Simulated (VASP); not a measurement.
# BN (pbe) (P6_3mc) in VASP: further runs, part 2 of 2

VASP 6.6.1. The steps go on from the part before.

## (3) Single point, PBE

Contents of INCAR:

```
SYSTEM = BN
  ALGO = Normal
  EDIFF = 1E-6
  ENCUT = 520
  GGA = PE
  ISIF = 2
  ISMEAR = 0
  LASPH = .True.
  LCHARG = .False.
  LREAL = .False.
  LWAVE = .False.
  NBANDS = 16
  NELM = 100
  PREC = Accurate
  SIGMA = 0.01
```

Contents of KPOINTS:

```
k-points
0
Gamma
  9 9 6
  0 0 0
```

Contents of POSCAR:

```
BN
1.0
    2.5285207801      0.0000000000      0.0000000000
   -1.2642603900      2.1897632295      0.0000000000
    0.0000000000      0.0000000000      4.1816427690
B N
2 2
Direct
    0.3333333333      0.6666666667     -0.0002010630
    0.6666666667      0.3333333333      0.4997989370
    0.3333333333      0.6666666667      0.3742010630
    0.6666666667      0.3333333333      0.8742010630
```

Potentials or basis: VASP PAW PBE potentials, release 64 (B, N).

Run with:

```bash
$ cat potpaw_PBE.64/B/POTCAR potpaw_PBE.64/N/POTCAR > POTCAR
$ mpirun -np 1 vasp_std > vasp.out
```

It took 14 s on 1 thread of AMD EPYC 7R43 (Zen 3), shared host; peak memory 0.1 GiB.

The run converged. Its results:

| Item | Value |
| --- | --- |
| Free energy | -34.8037 eV |
| Pressure | 12.4 GPa |
| Largest force | 0.003 eV/Å |
| Band gap on the k mesh | 5.15 eV, indirect (least direct gap 8.37 eV) |

Forces in eV/Å, atoms in the order of the input:
```
B    0.000  0.000  0.003
B    0.000  0.000  0.003
N    0.000  0.000 -0.003
N    0.000  0.000 -0.003
```

Stress tensor (GPa, compression positive):
```
12.35  0.00  0.00
 0.00 12.35  0.00
 0.00  0.00 12.47
```

Levels at points of the mesh, in eV from the valence-band top:
| k point | band 4 | band 5 | band 6 | band 7 | band 8 | band 9 | band 10 | band 11 | band 12 | band 13 |
| --- | --- | --- | --- | --- | --- | --- | --- | --- | --- | --- |
| (0.00, 0.00, 0.00) | -2.17 | -2.17 | -0.29 | 0.00 | 0.00 | 8.45 | 8.45 | 8.73 | 9.78 | 11.09 |
| (0.00, 0.00, 0.50) | -5.81 | -1.20 | -1.20 | -1.20 | -1.20 | 9.68 | 9.68 | 10.04 | 10.04 | 10.04 |

A k mesh can miss the band edges.

## (4) Single point, PBE

Contents of INCAR:

```
  ALGO = Normal
  EDIFF = 1E-6
  ENCUT = 520
  GGA = PE
  ISIF = 2
  ISMEAR = 0
  LASPH = T
  LCHARG = F
  LREAL = F
  LWAVE = F
  NBANDS = 16
  NELM = 100
  PREC = Accurate
  SIGMA = 0.01
```

Contents of KPOINTS:

```
k-points
0
Gamma
  9 9 6
```

POSCAR is that of step 3.

Potentials or basis: VASP PAW PBE potentials, release 64 (B, N).

Run with:

```bash
$ cat potpaw_PBE.64/B/POTCAR potpaw_PBE.64/N/POTCAR > POTCAR
$ mpirun -np 1 vasp_std > vasp.out
```

OUTCAR:

```text
EDIFF = 1E-6
   ENCUT = 520
   GGA = PE
   ISIF = 2
   ISMEAR = 0
   LASPH = T
   LREAL = F
   NELM = 100
   PREC = Accurate

 ion  position               nearest neighbor table
   1  0.333  0.667  1.000-   4 1.55   4 1.55   4 1.55   3 1.57
   2  0.667  0.333  0.500-   3 1.55   3 1.55   3 1.55   4 1.57
   3  0.333  0.667  0.374-   2 1.55   2 1.55   2 1.55   1 1.57
   4  0.667  0.333  0.874-   1 1.55   1 1.55   1 1.55   2 1.57

[... 657 lines left out ...]

  FORCE on cell =-STRESS in cart. coord.  units (eV):
  Direction    XX          YY          ZZ          XY          YZ          ZX
  --------------------------------------------------------------------------------------
  -------------------------------------------------------------------------------------
  Total        1.7844688      1.7844688      1.8022576      0.0000000      0.0000000     -0.0000000
  in kB      123.4834965    123.4834965    124.7144661      0.0000000      0.0000000     -0.0000000
  external PRESSURE =     123.8938197 kB  Pullay stress =       0.0000000 kB

 VOLUME and BASIS-vectors are now :
 -----------------------------------------------------------------------------
  energy-cutoff  :      520.00
  volume of cell :       23.15
      direct lattice vectors                 reciprocal lattice vectors
     2.528520780  0.000000000  0.000000000     0.395488148  0.228335189  0.000000000
    -1.264260390  2.189763230  0.000000000     0.000000000  0.456670377  0.000000000
     0.000000000  0.000000000  4.181642769     0.000000000  0.000000000  0.239140466

 POSITION                                       TOTAL-FORCE (eV/Angst)
 -----------------------------------------------------------------------------------
     -0.00000      1.45984      4.18080        -0.000000      0.000000      0.003255
      1.26426      0.72992      2.08998        -0.000000     -0.000000      0.003255
     -0.00000      1.45984      1.56478        -0.000000      0.000000     -0.003255
      1.26426      0.72992      3.65560         0.000000      0.000000     -0.003255
 -----------------------------------------------------------------------------------
    total drift:                               -0.000000      0.000000     -0.000554

  FREE ENERGIE OF THE ION-ELECTRON SYSTEM (eV)
  ---------------------------------------------------
  free  energy   TOTEN  =       -34.8037346897 eV

  energy  without entropy=      -34.8037346897  energy(sigma->0) =      -34.80373469
```

stdout:

```text
POSCAR found type information on POSCAR B N
 POSCAR found :  2 types and       4 ions
 scaLAPACK will be used
 LDA part: xc-table for (Slater+PW92), standard interpolation
 POSCAR, INCAR and KPOINTS ok, starting setup
 FFT: planning ... GRIDC
 FFT: planning ... GRID_SOFT
 FFT: planning ... GRID
 WAVECAR not read
 entering main loop
```

Wall time 14 s (1 thread of AMD EPYC 7R43 (Zen 3), shared host); peak memory 0.1 GiB.

Results:

```yaml
Free_energy: -34.8037 eV
Pressure: 12.4 GPa
Largest_force: 0.003 eV/Å
Band_gap_on_the_k_mesh: 5.15 eV, indirect (least direct gap 8.37 eV)
```

Forces in eV/Å, atoms in the order of the input:
```
B    0.000  0.000  0.003
B    0.000  0.000  0.003
N    0.000  0.000 -0.003
N    0.000  0.000 -0.003
```

Stress tensor (GPa, compression positive):
```
12.35  0.00  0.00
 0.00 12.35  0.00
 0.00  0.00 12.47
```

A k mesh can miss the band edges.

## (5) Relaxation of the atoms, PBE (strained cell)

Contents of INCAR:

```
PREC = Accurate
ENCUT = 520
EDIFF = 1E-6
ISMEAR = 0
SIGMA = 0.02
LREAL = F
LASPH = T
NELM = 100
ALGO = Normal
ISIF = 2
LWAVE = F
LCHARG = F
GGA = PE
IBRION = 2
NSW = 60
EDIFFG = -0.002
```

Contents of KPOINTS:

```
Automatic mesh
0
Gamma
  9 9 6
```

Contents of POSCAR:

```
BN
1.0
    2.5285207801      0.0000000000      0.0000000000
   -1.2642603900      2.1897632295      0.0000000000
    0.0000000000      0.0000000000      4.1816427690
B N
2 2
Direct
    0.3333333333      0.6666666667     -0.0003155034
    0.6666666667      0.3333333333      0.4996844966
    0.3333333333      0.6666666667      0.3743155034
    0.6666666667      0.3333333333      0.8743155034
```

Potentials or basis: VASP PAW PBE potentials, release 64 (B, N).

Run with:

```bash
$ cat potpaw_PBE.64/B/POTCAR potpaw_PBE.64/N/POTCAR > POTCAR
$ mpirun -np 1 vasp_std > vasp.out
```

OUTCAR:

```text
PREC = Accurate
   ENCUT = 520
   EDIFF = 1E-6
   ISMEAR = 0
   LREAL = F
   LASPH = T
   NELM = 100
   ISIF = 2
   GGA = PE
   IBRION = 2
   NSW = 60
   EDIFFG = -0.002

 ion  position               nearest neighbor table
   1  0.333  0.667  1.000-   4 1.55   4 1.55   4 1.55   3 1.57
   2  0.667  0.333  0.500-   3 1.55   3 1.55   3 1.55   4 1.57
   3  0.333  0.667  0.374-   2 1.55   2 1.55   2 1.55   1 1.57
   4  0.667  0.333  0.874-   1 1.55   1 1.55   1 1.55   2 1.57

  LATTYP: Found a hexagonal cell.
 ALAT       =     2.5285207801
 C/A-ratio  =     1.6537901535

  Lattice vectors:

 A1 = (   2.5285207801,   0.0000000000,   0.0000000000)
 A2 = (  -1.2642603900,   2.1897632295,   0.0000000000)
 A3 = (   0.0000000000,   0.0000000000,   4.1816427690)

Analysis of symmetry for initial positions (statically):
[... 280 lines left out ...]
      5       5.6482      2.00000
      6       7.5314      2.00000
      7       7.8201      2.00000
      8       7.8201      2.00000
      9      16.2715      0.00000
     10      16.2715      0.00000
     11      16.5534      0.00000
     12      17.5992      0.00000
[... 331 lines left out ...]
 k-point    24 :       0.3333    0.3333    0.1667
  band No.  band energies     occupation
      1      -7.3669      2.00000
      2      -7.3669      2.00000
      3      -1.4380      2.00000
      4      -0.1084      2.00000
      5      -0.1084      2.00000
      6       1.8509      2.00000
      7       3.0881      2.00000
      8       3.0881      2.00000
      9      13.7205      0.00000
     10      19.9552      0.00000
     11      19.9552      0.00000
     12      21.5540      0.00000

 [... further k-points ...]

------------------------ aborting loop because EDIFF is reached ----------------------------------------

  FORCE on cell =-STRESS in cart. coord.  units (eV):
  Direction    XX          YY          ZZ          XY          YZ          ZX
  --------------------------------------------------------------------------------------
  -------------------------------------------------------------------------------------
  Total        1.7827535      1.7827535      1.8007311      0.0000000      0.0000000      0.0000000
  in kB      123.3648051    123.3648051    124.6088328      0.0000000      0.0000000      0.0000000
  external PRESSURE =     123.7794810 kB  Pullay stress =       0.0000000 kB
[... 19 lines left out ...]
  FREE ENERGIE OF THE ION-ELECTRON SYSTEM (eV)
  ---------------------------------------------------
  free  energy   TOTEN  =       -34.8037351882 eV

  energy  without entropy=      -34.8037351882  energy(sigma->0) =      -34.80373519

 reached required accuracy - stopping structural energy minimisation
```

CONTCAR:

```text
BN
   1.00000000000000
     2.5285207801000000    0.0000000000000000    0.0000000000000000
    -1.2642603900000000    2.1897632295000000    0.0000000000000000
     0.0000000000000000    0.0000000000000000    4.1816427689999998
  B               N
     2     2
Direct
     0.3333333332999970    0.6666666667000030    0.9998122350266073
     0.6666666667000030    0.3333333332999970    0.4998122350266073
     0.3333333332999970    0.6666666667000030    0.3741877649733880
     0.6666666667000030    0.3333333332999970    0.8741877649733879

  0.00000000E+00  0.00000000E+00  0.00000000E+00
  0.00000000E+00  0.00000000E+00  0.00000000E+00
  0.00000000E+00  0.00000000E+00  0.00000000E+00
  0.00000000E+00  0.00000000E+00  0.00000000E+00
```

It took 20 s on 1 thread of AMD EPYC 7R43 (Zen 3), shared host; peak memory 0.1 GiB.

What came out:

```yaml
Free_energy: -34.8037 eV
Energy_gained_by_relaxing: 0.0 meV/atom
Ionic_steps: 3
Pressure_after_relaxing: 12.4 GPa
Band_gap_on_the_k_mesh: 5.15 eV, indirect (least direct gap 8.37 eV)
```

Final structure:
```
B N
1.0
     2.52852    0.00000    0.00000
    -1.26426    2.18976    0.00000
     0.00000    0.00000    4.18164
B N
2 2
Cartesian
  0.0000 1.4598 4.1809
  1.2643 0.7299 2.0900
  0.0000 1.4598 1.5647
  1.2643 0.7299 3.6555
```

Caveat: the cell differs from its parent crystal (strained cell). A k mesh can miss the band edges.

## (6) The runs side by side

```tsv
task	cell	smearing	gap on the mesh (eV)	pressure (GPa)
single point	a = 2.529, b = 2.529, c = 4.182 Å, angles 90.0, 90.0, 120.0°, 4 atoms	gaussian 0.02 eV	5.15	12.4
single point	a = 2.529, b = 2.529, c = 4.182 Å, angles 90.0, 90.0, 120.0°, 4 atoms	gaussian 0.01 eV	5.15	12.4
relaxation of the atoms	atoms relaxed from a = 2.529, b = 2.529, c = 4.182 Å, angles 90.0, 90.0, 120.0°, 4 atoms	gaussian 0.02 eV	5.15	12.4
```

Alike in all rows: level PBE; potentials or basis VASP PAW PBE potentials, release 64 (B, N); no spin polarisation; k mesh 9 × 9 × 6; cutoff (eV) 520.

Absolute energies hang on the potentials; compare differences alone.
